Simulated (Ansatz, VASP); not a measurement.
# LuTl3 in VASP and in Ansatz

```
Lu Tl
1.0
     4.65300    0.04653    0.04653
     0.04653    4.65300    0.04653
     0.04653    0.04653    4.65300
Lu Tl
1 3
Direct
  0.00000 0.00000 0.00000
  0.00000 0.50000 0.50000
  0.50000 0.00000 0.50000
  0.50000 0.50000 0.00000
```

Change from the starting cell: equal xy, yz and zx shear strains of +2 %.

Alike in both runs: task single point; functional PBEsol; k mesh 7 × 7 × 7; occupations fermi-dirac, width 0.08 eV; no spin polarisation.

```csv
,VASP,Ansatz
version,VASP 6.6.1,Ansatz 0.2.0
potentials or method,"VASP PAW PBE potentials, release 64 (Lu, Tl_d), cutoff 520 eV","all-electron LAPW, scalar-relativistic"
```

|  | VASP | Ansatz | Ansatz less VASP |
| --- | --- | --- | --- |
| pressure (GPa) | -0.3 | -0.2 | +0.04 |
| traceless stress, the component that is largest in VASP (GPa) | -0.39 | -0.39 | +0.003 |

VASP's potentials were made for PBE, not for PBEsol. Ansatz ran all-electron here, and VASP with PAW potentials.

Spin-orbit coupling is off throughout.
